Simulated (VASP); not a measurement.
## Cu: single point with PBEsol

Cu:

```
Cu
1.0
     1.79952    1.79952    0.00000
    -1.79952    1.79952    0.00000
     0.00000    0.00000    3.42088
Cu
2
Cartesian
  0.0000 0.0000 0.0000
  0.0000 1.7995 1.7104
```

This cell differs from its parent crystal: uniaxial strain along c: -4.0 %.

| Item | Value |
| --- | --- |
| Program | VASP 6.6.1 |
| Task | single point |
| Functional | PBEsol |
| Potentials or basis | VASP PAW PBE potentials, release 64 (Cu) |
| Cutoff | 520 eV |
| k mesh | 20 × 20 × 14 |
| Occupations | gaussian, width 0.1 eV |
| Spin | no spin polarisation |
| Dipole correction | no |
| Further INCAR settings | ALGO = Fast; EDIFF = 1e-07; NBANDS = 18 |

The pressure is 4.4 GPa. The band gap on the k mesh is zero (band 11 reaches 14.62 eV, above the bottom of band 12 at 6.13 eV).

Stress tensor (GPa, compression positive):
```
3.46 0.00 0.00
0.00 3.46 0.00
0.00 0.00 6.16
```

Levels at points of the mesh, in eV from the Fermi level:
```
           k point  band 8  band 9  band 10  band 11  band 12  band 13  band 14  band 15
(0.00, 0.00, 0.00)   -2.22   -1.73    -1.55    -1.55     2.18     8.47    12.69    12.69
(0.50, 0.00, 0.00)   -2.74   -2.40    -2.40    -0.47    -0.47    10.59    10.59    12.11
(0.50, 0.50, 0.00)   -1.65   -1.48    -1.48     1.01     1.01     7.08     7.08    13.94
(0.00, 0.00, 0.50)   -2.60   -2.60    -2.60    -2.11    -2.11    17.25    17.25    17.25
(0.50, 0.00, 0.50)   -1.77   -1.66    -1.66    -1.25    -1.25     4.06     4.06    21.14
(0.50, 0.50, 0.50)   -2.36   -1.65    -1.65     6.37     6.37     6.37     6.37     8.28
```

Run time: 98 s on 1 thread of Intel(R) Xeon(R) 6975P-C (Granite Rapids) (shared host), peak memory 0.27 GiB.

Caveat: the cell differs from its parent crystal (uniaxial strain along c: -4.0 %); the PAW data sets were made with another functional, which shifts forces and pressure a little.
